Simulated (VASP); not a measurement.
Wanted: the native input for a VASP 6.6.1 run.

* Task: single point
* Functional: PBEsol
* Potentials or basis: VASP PAW PBE potentials, release 64 (Ag)
* Cutoff: 520 eV
* k mesh: 20 × 20 × 20
* Occupations: gaussian, width 0.15 eV
* Spin: no spin polarisation
* Dipole correction: no
* Further INCAR settings: ALGO = Normal; EDIFF = 1e-06; NBANDS = 12

The structure of Ag lies in POSCAR:

```
Ag
1.0
    0.0000000000      2.0328845000      2.0431000000
    2.0431000000      0.0000000000      2.0431000000
    2.0431000000      2.0328845000      0.0000000000
Ag
1
Direct
    0.0000000000      0.0000000000      0.0000000000
```

This cell differs from its parent crystal: strain -0.0050 x Voigt [0, 1, 0, 0, 0, 0].

One way to write it, as run:

INCAR

```
PREC = Accurate
ENCUT = 520
EDIFF = 1E-6
ISMEAR = 0
SIGMA = 0.15
LREAL = F
LASPH = T
NELM = 100
ALGO = Normal
ISIF = 2
LWAVE = F
LCHARG = F
GGA = PS
NBANDS = 12
```

KPOINTS

```
regular mesh
0
Gamma
  20 20 20
```

Potentials or basis: VASP PAW PBE potentials, release 64 (Ag).

Run with:

```console
$ cat potpaw_PBE.64/Ag/POTCAR > POTCAR
$ mpirun -np 1 vasp_std > vasp.out
```

It gave:

```
Pressure               : -2.3 GPa
Band gap on the k mesh : zero (an odd number of electrons rules out a gap without spin polarisation)
```

Caveat: the cell differs from its parent crystal (strain -0.0050 x Voigt [0, 1, 0, 0, 0, 0]); the PAW data sets were made with another functional, which shifts forces and pressure a little.

Run time: 55 s on 1 thread of Intel(R) Xeon(R) 6975P-C (Granite Rapids) (shared host), peak memory 0.24 GiB.
